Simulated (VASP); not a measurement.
**LiFeN: single point with PBE**

LiFeN:

```
CELL_PARAMETERS angstrom
3.10060 0.00000 0.00000
-1.55030 2.68520 0.00000
0.00000 0.00000 4.14534
ATOMIC_POSITIONS crystal
Li 0.33333 0.66667 0.00000
Fe 0.66667 0.33333 0.50000
N 0.33333 0.66667 0.50000
```

- Program: VASP 6.6.1
- Task: single point
- Functional: PBE
- Potentials or basis: VASP PAW PBE potentials, release 64 (Li_sv, Fe, N)
- Cutoff: 520 eV
- k mesh: 6 × 6 × 4
- Occupations: gaussian, width 0.1 eV
- Spin: collinear spin, ferromagnetic start
- Starting moments: [0.0, 0.45, 0.0] μB
- Dipole correction: no
- Further INCAR settings: ALGO = Normal; EDIFF = 1e-06; NBANDS = 19

```yaml
Band_gap_on_the_k_mesh: zero (filled and empty bands overlap)
Net_moment: 0.04 μB per cell
Site_moments: Li -0.00; Fe +0.04; N -0.00 μB
Valence_electrons_inside_the_program's_atomic_spheres: Li 2.09; Fe 7.68; N 3.72
```

Levels at points of the mesh, in eV from the Fermi level:
Spin up:
```tsv
k point	band 4	band 5	band 6	band 7	band 8	band 9	band 10	band 11	band 12	band 13
(0.00, 0.00, 0.00)	-6.43	-5.01	-2.76	-0.89	-0.89	2.16	3.57	3.57	8.11	9.21
(0.50, 0.00, 0.00)	-5.28	-4.67	-1.84	-1.27	-1.11	0.11	0.62	4.16	5.94	7.37
(0.00, 0.00, 0.50)	-6.41	-5.51	-1.16	-0.95	-0.95	2.23	3.61	3.61	4.67	12.06
(0.50, 0.00, 0.50)	-5.19	-4.63	-1.47	-1.22	-0.37	-0.37	0.18	2.04	6.66	8.77
```
Spin down:
| k point | band 5 | band 6 | band 7 | band 8 | band 9 | band 10 | band 11 | band 12 |
| --- | --- | --- | --- | --- | --- | --- | --- | --- |
| (0.00, 0.00, 0.00) | -5.00 | -2.75 | -0.86 | -0.86 | 2.18 | 3.60 | 3.60 | 8.11 |
| (0.50, 0.00, 0.00) | -4.65 | -1.82 | -1.24 | -1.08 | 0.15 | 0.65 | 4.15 | 5.95 |
| (0.00, 0.00, 0.50) | -5.51 | -1.14 | -0.91 | -0.91 | 2.23 | 3.64 | 3.64 | 4.68 |
| (0.50, 0.00, 0.50) | -4.62 | -1.43 | -1.19 | -0.37 | -0.35 | 0.21 | 2.05 | 6.66 |

Wall time 21 s on 1 thread of Intel Xeon 6975P-C, on a shared host, peak memory 0.17 GiB.

Caveat: the k points lie up to 0.39 Å⁻¹ apart. With open d or f shells a metallic result of PBE can be an artefact of self-interaction; +U or a hybrid may open a gap.
